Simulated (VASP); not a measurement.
Runs of VASP 6.6.1 on MgZn2S3. The structure is that of space group P31m (No. 157), or close to it. The cells are those of the table. 

| task | cell | k mesh | cutoff (eV) | smearing | gap on the mesh (eV) | pressure (GPa) | largest force (eV/Å) |
| --- | --- | --- | --- | --- | --- | --- | --- |
| single point | a = 6.649, b = 6.649, c = 6.120 Å, angles 90.0, 90.0, 120.0°, 12 atoms | 3 × 3 × 4 | 520 | gaussian 0.1 eV | 2.63 | 6.2 | 0.89 |
| single point | a = 6.776, b = 6.776, c = 6.382 Å, angles 90.0, 90.0, 120.0°, 12 atoms | 3 × 3 × 4 | 520 | gaussian 0.1 eV | 2.34 | 0.0 | 0.02 |
| single point | a = 6.776, b = 6.776, c = 6.382 Å, angles 90.0, 90.0, 120.0°, 12 atoms | 6 × 6 × 4 | 520 | gaussian 0.02 eV | 2.34 | 0.0 | 0.02 |
| relaxation of cell and atoms | relaxed from a = 6.649, b = 6.649, c = 6.120 Å, angles 90.0, 90.0, 120.0°, 12 atoms | 3 × 3 × 4 | 600 | gaussian 0.1 eV | (a) | -0.2 | 0.03 |

Alike in all rows: level PBE; potentials or basis VASP PAW PBE potentials, release 64 (Mg, Zn, S); no spin polarisation.

Task: Estimate the missing entries.

Result: (a) 2.33.

